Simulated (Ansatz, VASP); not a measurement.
ScNb in VASP and in Ansatz

Contents of INCAR:

```
  PREC = Accurate
  ENCUT = 600
  EDIFF = 1E-6
  ISMEAR = -1
  SIGMA = 0.05
  LREAL = F
  LASPH = T
  NELM = 100
  ALGO = Fast
  ISIF = 3
  LWAVE = F
  LCHARG = F
  GGA = PS
  IVDW = 13
  IBRION = 2
  NSW = 60
  EDIFFG = -0.01
```

Contents of KPOINTS:

```
regular mesh
0
Gamma
  10 10 5
```

File POSCAR:

```
ScNb
1.0
    3.0656443612      0.0000000000      0.0000000000
   -1.5328221806      2.6549258957      0.0000000000
    0.0000000000      0.0000000000      5.0721940000
Nb Sc
1 1
Direct
    0.3333333333      0.6666666667      0.5000000000
    0.0000000000      0.0000000000      0.0000000000
```

Contents of input.yaml:

```yaml
crystal:
  lattice:
    - [3.0656443612, 0.0, 0.0]
    - [-1.5328221806, 2.6549258957, 0.0]
    - [0.0, 0.0, 5.072194]
  atoms:
    - { symbol: Nb, position: [0.3333333333, 0.6666666667, 0.5] }
    - { symbol: Sc, position: [0.0, 0.0, 0.0] }
hamiltonian:
  xc: pbesol
  pseudopotentials: { kind: paw }
  dispersion: d4
kpoints:
  mp_grid: { grid: [10, 10, 5] }
scf:
  occupations: { method: fermi_dirac, width: 0.05 }
output:
  forces: true
  stress: true
  eigenvalues: true
relax:
  f_tol: 0.01
  max_steps: 40
  cell: { stress_tol: 0.05 }
```

Alike in both runs: task relaxation of cell and atoms; functional PBEsol; dispersion D4; k mesh 10 × 10 × 5; occupations fermi-dirac, width 0.05 eV; no spin polarisation.

|  | VASP | Ansatz |
| --- | --- | --- |
| version | VASP 6.6.1 | Ansatz 0.2.0 |
| potentials or method | VASP PAW PBE potentials, release 64 (Nb_sv, Sc_sv) | Ansatz PAW |
| plane-wave cutoff (eV) | 600 | 420 |
| valence electrons in the cell | 24 | 24 |

VASP gave:

```
gap on the k mesh at the Fermi level, each at its own relaxed structure (eV)  : none
relaxed volume (Å³/atom)                                                      : 19.57
relaxed length of the cell vector where the two differ most in proportion (Å) : 4.979
```

Problem. Which values does Ansatz return?

Solution. gap on the k mesh at the Fermi level, each at its own relaxed structure (eV): none; relaxed volume (Å³/atom): 19.56; relaxed length of the cell vector where the two differ most in proportion (Å): 4.975.

VASP's potentials were made for PBE, not for PBEsol. A gap of «none» marks a metal or a gap that the smearing closes.

Noted on Ansatz's run: the plane-wave basis is chosen anew once the cell has moved, so the energies of steps on either side of that aren't comparable.
